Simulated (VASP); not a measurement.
A run of VASP 6.6.1 is set up as follows.

Contents of INCAR:

```
SYSTEM = ReP2
ALGO = Normal
EDIFF = 1E-6
ENCUT = 520
GGA = PE
ISIF = 2
ISMEAR = 0
LASPH = .True.
LCHARG = .True.
LELF = .True.
LREAL = .False.
LVHAR = .True.
LWAVE = .False.
NBANDS = 16
NELM = 60
PREC = Accurate
SIGMA = 0.1
```

The input KPOINTS:

```
k-points
0
Gamma
  12 12 16
  0 0 0
```

File POSCAR:

```
ReP2
1.0
    3.9966421111      0.0000000000      0.0000000000
    0.0000000000      3.9966421111      0.0000000000
    0.0000000000      0.0000000000      2.9983558220
Re P
1 2
Direct
    0.0000000000      0.0000000000      0.0000000000
    0.0000000000      0.5000000000      0.5000000000
    0.5000000000      0.0000000000      0.5000000000
```

Potentials or basis: VASP PAW PBE potentials, release 64 (Re, P).

Command:

```bash
$ cat potpaw_PBE.64/Re/POTCAR potpaw_PBE.64/P/POTCAR > POTCAR
$ mpirun -np 1 vasp_std > vasp.out
```

(1) What does it give for the band gap on the k mesh?

(2) What does it give for the pressure?

Answers

(1) zero (an odd number of electrons rules out a gap without spin polarisation).

(2) 0.7 GPa.

Caveat: spin-orbit coupling is left out, which moves the levels of the heavy elements.
